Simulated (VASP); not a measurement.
Pt, 1 atom in the cell. The structure is cubic, space group Fm-3m (No. 225). Conventional cell: a = 3.811 Å, b = 3.811 Å, c = 3.811 Å, α = 90.00°, β = 90.00°, γ = 90.00°. Within 3.6 Å of Pt (site symmetry m-3m) lie 12 Pt at 2.69 Å. 

| Item | Value |
| --- | --- |
| Program | VASP 6.6.1 |
| Task | single point |
| Functional | PBEsol |
| Potentials or basis | VASP PAW PBE potentials, release 64 (Pt) |
| Cutoff | 520 eV |
| k mesh | 12 × 12 × 12 |
| Occupations | fermi-dirac, width 0.05 eV |
| Spin | no spin polarisation |
| Dipole correction | no |
| Further INCAR settings | ALGO = Normal; EDIFF = 1e-07; NBANDS = 11 |

Potentials or basis: VASP PAW PBE potentials, release 64 (Pt).

Command:

```console
$ cat potpaw_PBE.64/Pt/POTCAR > POTCAR
$ mpirun -np 1 vasp_std > vasp.out
```

Hardware: 1 thread of Intel(R) Xeon(R) Platinum 8488C (Sapphire Rapids) (shared host).

Estimate the wall time of this run.

It took 6.3 s on 1 thread of Intel(R) Xeon(R) Platinum 8488C (Sapphire Rapids) (shared host), peak memory 0.13 GiB. Counts: scf iterations 12, k points 72.
